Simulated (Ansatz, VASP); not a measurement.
One calculation of CdS, two programs

Contents of INCAR:

```
SYSTEM = CdS
PREC = Accurate
ENCUT = 520
EDIFF = 1E-7
ISMEAR = -1
SIGMA = 0.03
LREAL = .FALSE.
LASPH = .TRUE.
NELM = 100
ALGO = Normal
ISIF = 2
LWAVE = .FALSE.
LCHARG = .FALSE.
GGA = PS
NBANDS = 16
```

Contents of KPOINTS:

```
Automatic mesh
0
G
  9 9 9
  0 0 0
```

POSCAR

```
CdS
1.0
    0.0000000000      2.9100000000      2.9100000000
    2.9100000000      0.0000000000      2.9100000000
    2.9100000000      2.9100000000      0.0000000000
Cd S
1 1
Direct
    0.0000000000      0.0000000000      0.0000000000
    0.7500000000      0.7500000000      0.7500000000
```

Input for Ansatz:

```yaml
crystal:
  lattice:
    - [0.0, 2.91, 2.91]
    - [2.91, 0.0, 2.91]
    - [2.91, 2.91, 0.0]
  atoms:
    - { symbol: Cd, position: [0.0, 0.0, 0.0] }
    - { symbol: S, position: [0.75, 0.75, 0.75] }
kpoints:
  mp_grid: { grid: [9, 9, 9] }
  band_path:
    path:
      - [0.0, 0.0, 0.0]
      - [-0.5, -0.5, 0.0]
      - [-0.375, -0.375, 0.25]
      - [-0.375, 0.0, 0.375]
      - [0.0, 0.0, 0.0]
      - [0.0, 0.0, 0.5]
      - [-0.5, -0.25, 0.25]
      - [-0.5, -0.5, 0.0]
    npoints: 5
scf:
  occupations: { method: fermi_dirac, width: 0.03 }
hamiltonian:
  xc: pbesol
  pseudopotentials: { kind: all_electron, lapw: { basis_error: 0.0005 } }
output:
  forces: true
  stress: true
  eigenvalues: true
```

Alike in both runs: task single point; functional PBEsol; k mesh 9 × 9 × 9; occupations fermi-dirac, width 0.03 eV; no spin polarisation.

```csv
,VASP,Ansatz
version,VASP 6.6.1,Ansatz 0.2.0
potentials or method,"VASP PAW PBE potentials, release 64 (Cd, S), cutoff 520 eV","all-electron LAPW, scalar-relativistic"
```

```csv
,VASP,Ansatz,Ansatz less VASP
pressure (GPa),0.5,0.2,-0.38
```

VASP's potentials were made for PBE, not for PBEsol. Ansatz ran all-electron here, and VASP with PAW potentials.
